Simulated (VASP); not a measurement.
Write the native input for VASP 6.6.1 that does the following.

```
Task                   : single point
Functional             : PBE
Potentials or basis    : VASP PAW PBE potentials, release 64 (Si, O)
Cutoff                 : 520 eV
k mesh                 : 6 × 6 × 9
Occupations            : fermi-dirac, width 0.03 eV
Spin                   : no spin polarisation
Dipole correction      : no
Further INCAR settings : ALGO = Normal; EDIFF = 1e-06; NBANDS = 25
```

The structure of SiO2 lies in POSCAR:

```
SiO2
1.0
    4.2620835590      0.0000000000      0.0000000000
    0.0000000000      4.2620835590      0.0000000000
    0.0000000000      0.0000000000      2.7201230877
Si O
2 4
Direct
    0.0000000000      0.0000000000      0.0000000000
    0.5000000000      0.5000000000      0.5000000000
    0.3067000000      0.3067000000      0.0000000000
    0.1933000000      0.8067000000      0.5000000000
    0.6933000000      0.6933000000      0.0000000000
    0.8067000000      0.1933000000      0.5000000000
```

This cell differs from its parent crystal: volume scaled by 1.06.

These files were run (other wordings do the same):

INCAR

```
PREC = Accurate ; ENCUT = 520
EDIFF = 1E-6 ; ISMEAR = -1
SIGMA = 0.03 ; LREAL = False
LASPH = True ; NELM = 80
ALGO = Normal ; ISIF = 2
LWAVE = False ; LCHARG = False
GGA = PE ; NBANDS = 25
```

KPOINTS

```
regular mesh
0
Gamma
  6 6 9
```

Potentials or basis: VASP PAW PBE potentials, release 64 (Si, O).

Launch:

```sh
$ cat potpaw_PBE.64/Si/POTCAR potpaw_PBE.64/O/POTCAR > POTCAR
$ mpirun -np 1 vasp_std > vasp.out
```

It gave:

The pressure is -6.8 GPa, the largest force is 0.150 eV/Å and the band gap on the k mesh is 4.60 eV, direct.

Run time: 22 s on 1 thread of Intel(R) Xeon(R) Platinum 8559C (Emerald Rapids) (shared host), peak memory 0.17 GiB.
